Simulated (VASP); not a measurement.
Input of a VASP 6.6.1 run:

Contents of INCAR:

```
PREC     = Accurate       # precision mode
ENCUT    = 600            # plane-wave cutoff, eV
EDIFF    = 1E-6           # SCF threshold, eV
ISMEAR   = 0              # smearing method
SIGMA    = 0.1            # smearing width, eV
LREAL    = F              # projectors in reciprocal space
LASPH    = T              # aspherical terms in the spheres
NELM     = 60             # most SCF steps
ALGO     = Normal         # electronic algorithm
ISIF     = 3              # what is computed and relaxed
LWAVE    = F              # write WAVECAR
LCHARG   = F              # write CHGCAR
GGA      = PE             # functional
IBRION   = 2              # ionic algorithm
NSW      = 90             # ionic steps
EDIFFG   = -0.04          # ionic threshold
```

The input KPOINTS:

```
Automatic mesh
0
Gamma
  6 6 6
```

POSCAR

```
Si4F
1.0
   -2.5889370300      2.5889370300      2.5889370300
    2.5889370300     -2.5889370300      2.5889370300
    2.5889370300      2.5889370300     -2.5889370300
Si F
4 1
Direct
    0.5000000000      0.5000000000      0.5000000000
    0.5000000000      0.0000000000      0.0000000000
    0.0000000000      0.0000000000      0.5000000000
    0.0000000000      0.5000000000      0.0000000000
    0.0000000000      0.0000000000      0.0000000000
```

Potentials or basis: VASP PAW PBE potentials, release 64 (Si, F).

Command:

```sh
$ cat potpaw_PBE.64/Si/POTCAR potpaw_PBE.64/F/POTCAR > POTCAR
$ mpirun -np 1 vasp_std > vasp.out
```

Question: Estimate the band gap on the k mesh.

Answer: Zero (an odd number of electrons rules out a gap without spin polarisation).

Question: What does it give for the relaxed cell?

Answer: a = 4.755 Å, b = 4.755 Å, c = 4.755 Å, α = 109.47°, β = 109.47°, γ = 109.47°.

Question: Estimate the space group after relaxing (to 0.1 Å).

Answer: Im-3m (No. 229).

Question: Estimate the relaxed volume.

Answer: 16.55 Å³/atom.

Final structure:
```xyz
5
Lattice="-2.7450 2.7450 2.7450 2.7450 -2.7450 2.7450 2.7450 2.7450 -2.7450" Properties=species:S:1:pos:R:3 pbc="T T T"
Si    1.3725    1.3725    1.3725
Si   -1.3725    1.3725    1.3725
Si    1.3725    1.3725   -1.3725
Si    1.3725   -1.3725    1.3725
F     0.0000    0.0000    0.0000
```

Caveat: the volume moved by over 15 % at a fixed basis, so the end points are rough; an odd number of electrons without spin polarisation forces a metal; a magnetic or distorted state may lie lower.
